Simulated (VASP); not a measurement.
# Ce: single point with PBEsol

Crystal: Ce.

```
Ce
1.0
     0.00000    2.58000    2.58000
     2.58000    0.00000    2.58000
     2.58000    2.58000    0.00000
Ce
1
Cartesian
  0.0000 0.0000 0.0000
```

```
Program             : VASP 6.6.1
Task                : single point
Functional          : PBEsol
Potentials or basis : VASP PAW PBE potentials, release 64 (Ce)
Cutoff              : 500 eV
k mesh              : 14 × 14 × 14
Occupations         : gaussian, width 0.05 eV
Spin                : collinear spin, ferromagnetic start
Starting moments    : [1.0] μB
```

```yaml
Pressure: -8.8 GPa
Band_gap_on_the_k_mesh: zero (filled and empty bands overlap)
Net_moment: -0.01 μB per cell
Valence_electrons_inside_the_program's_atomic_spheres: Ce 9.62
```

Levels at points of the mesh, in eV from the Fermi level:
Spin up:
```tsv
k point	band 3	band 4	band 5	band 6	band 7	band 8	band 9	band 10
(0.00, 0.00, 0.00)	-16.65	-16.65	-3.26	-0.02	0.29	0.29	0.29	0.75
(0.50, 0.00, 0.00)	-16.83	-16.83	-1.69	0.02	0.33	0.33	0.49	0.63
(0.50, 0.50, 0.00)	-17.16	-17.16	-1.95	-1.33	0.37	0.40	0.40	0.43
```
Spin down:
| k point | band 2 | band 3 | band 4 | band 5 | band 6 | band 7 | band 8 | band 9 | band 10 | band 11 |
| --- | --- | --- | --- | --- | --- | --- | --- | --- | --- | --- |
| (0.00, 0.00, 0.00) | -16.65 | -16.65 | -16.65 | -3.26 | -0.03 | 0.28 | 0.28 | 0.28 | 0.74 | 0.74 |
| (0.50, 0.00, 0.00) | -18.08 | -16.84 | -16.84 | -1.69 | 0.01 | 0.32 | 0.32 | 0.48 | 0.62 | 0.62 |
| (0.50, 0.50, 0.00) | -17.98 | -17.16 | -17.16 | -1.95 | -1.33 | 0.36 | 0.40 | 0.40 | 0.42 | 0.56 |

Wall time 97 s on 1 thread of Intel(R) Xeon(R) Platinum 8559C (Emerald Rapids), on a shared host, peak memory 0.24 GiB.

Caveat: the magnetic or orbital state may not be the lowest; the PAW data sets were made with another functional, which shifts forces and pressure a little; spin-orbit coupling is left out, which moves the levels of the heavy elements. The state reached can hang on the start; a lower one may exist.
